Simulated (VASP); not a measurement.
Input of a VASP 6.6.1 run:

File INCAR:

```
SYSTEM = MoSe2
PREC = Accurate ; ENCUT = 500
EDIFF = 1E-6 ; ISMEAR = 0
SIGMA = 0.05 ; LREAL = .False.
LASPH = .True. ; NELM = 200
ALGO = Normal ; ISIF = 2
LWAVE = .False. ; LCHARG = .False.
ISPIN = 2 ; MAGMOM = 1.5 1.5 0 0 0 0
LORBIT = 11 ; NUPDOWN = 3.0
LMAXMIX = 4 ; GGA = PS
NBANDS = 39 ; GGA_COMPAT = .False.
```

The input KPOINTS:

```
regular mesh
0
Gamma
  8 8 2
  0 0 0
```

The input POSCAR:

```
MoSe2
1.0
    3.2879995700      0.0000000000      0.0000000000
   -1.6439997900      2.8474911600      0.0000000000
    0.0000000000      0.0000000000     12.9000009200
Mo Se
2 4
Direct
    0.3333333333      0.6666666667      0.2500000000
    0.6666666667      0.3333333333      0.7500000000
    0.3333333333      0.6666666667      0.6250000000
    0.6666666667      0.3333333333      0.1250000000
    0.3333333333      0.6666666667      0.8750000000
    0.6666666667      0.3333333333      0.3750000000
```

Potentials or basis: VASP PAW PBE potentials, release 64 (Mo_sv, Se).

Command:

```console
$ cat potpaw_PBE.64/Mo_sv/POTCAR potpaw_PBE.64/Se/POTCAR > POTCAR
$ mpirun -np 1 vasp_std > vasp.out
```

Q: Predict the largest force.

A: 1.195 eV/Å.

Q: Estimate the pressure.

A: 9.3 GPa.

Forces on the atoms (eV/Å):
```
Mo   0.000  0.000  0.000
Mo   0.000  0.000  0.000
Se   0.000  0.000 -1.195
Se   0.000  0.000 -1.195
Se   0.000  0.000  1.195
Se   0.000  0.000  1.195
```

Caveat: the cell stands under pressure; the PAW data sets were made with another functional, which shifts forces and pressure a little; this functional lacks dispersion, which binds layers or chains, so the pressure and a relaxed spacing across them are unreliable; the total moment is fixed, so each spin has its own Fermi level and the state may be an excited one.
